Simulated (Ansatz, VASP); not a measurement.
**Si2Mo: VASP beside Ansatz**

```
Si Mo
1.0
    -1.59504    1.59504    3.91069
     1.59504   -1.59504    3.91069
     1.59504    1.59504   -3.91069
Si Mo
2 1
Direct
  0.33506 0.33500 0.99989
  0.66493 0.66496 0.00006
  0.00001 0.00004 0.00006
```

Change from the starting cell: atom 1 moved 0.15 Å; relaxed back.

Alike in both runs: functional PBEsol; k mesh 14 × 14 × 14; occupations gaussian, width 0.15 eV; no spin polarisation.

Ansatz relaxed the structure, and its values are those at the end. VASP's run is a single point on that final structure, the one shown.

```csv
,VASP,Ansatz
version,VASP 6.6.1,Ansatz 0.2.0
potentials or method,"VASP PAW PBE potentials, release 64 (Si, Mo_sv), cutoff 520 eV","scalar-relativistic, plane waves, PAW"
valence electrons in the cell,22,22
```

Ansatz gave:

```
gap on the k mesh at the Fermi level (eV) : none
pressure (GPa)                            : 0.0
rms of the force components (eV/Å)        : 0.002
```

Problem. What did VASP give for the same quantities?

Solution. gap on the k mesh at the Fermi level (eV): none; pressure (GPa): 0.4; rms of the force components (eV/Å): 0.004.

VASP's potentials were made for PBE, not for PBEsol. A gap of «none» marks a metal or a gap that the smearing closes. Ansatz's warnings: stress scf threshold loose.
